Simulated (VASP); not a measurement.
A run of VASP 6.6.1:

Contents of INCAR:

```
ALGO = Fast
EDIFF = 1E-7
ENCUT = 520
GGA = PS
ISIF = 2
ISMEAR = 0
LASPH = True
LCHARG = True
LELF = True
LREAL = False
LVHAR = True
LWAVE = False
NBANDS = 25
NELM = 100
PREC = Accurate
SIGMA = 0.1
```

Contents of KPOINTS:

```
k-points
0
Gamma
  12 12 12
```

Contents of POSCAR:

```
BaB2Ir2
1.0
   -1.9561701239      1.9561701239      5.6386737807
    1.9561701239     -1.9561701239      5.6386737807
    1.9561701239      1.9561701239     -5.6386737807
Ba B Ir
1 2 2
Direct
    0.0000000000      0.0000000000      0.0000000000
    0.3200475251      0.3200475251      0.0000000000
    0.6799524749      0.6799524749      0.0000000000
    0.7500000000      0.2500000000      0.5000000000
    0.2500000000      0.7500000000      0.5000000000
```

Potentials or basis: VASP PAW PBE potentials, release 64 (Ba_sv, B, Ir).

The run is started by

```sh
$ cat potpaw_PBE.64/Ba_sv/POTCAR potpaw_PBE.64/B/POTCAR potpaw_PBE.64/Ir/POTCAR > POTCAR
$ mpirun -np 1 vasp_std > vasp.out
```

Hardware: 1 thread of Intel(R) Xeon(R) 6975P-C (Granite Rapids), on a shared host.

Question: How long does it take, and how much memory?

Answer: Run time: 9.9 min on 1 thread of Intel(R) Xeon(R) 6975P-C (Granite Rapids), with other jobs on the host, peak memory 0.6 GiB. Counts: scf iterations 22, k points 163.
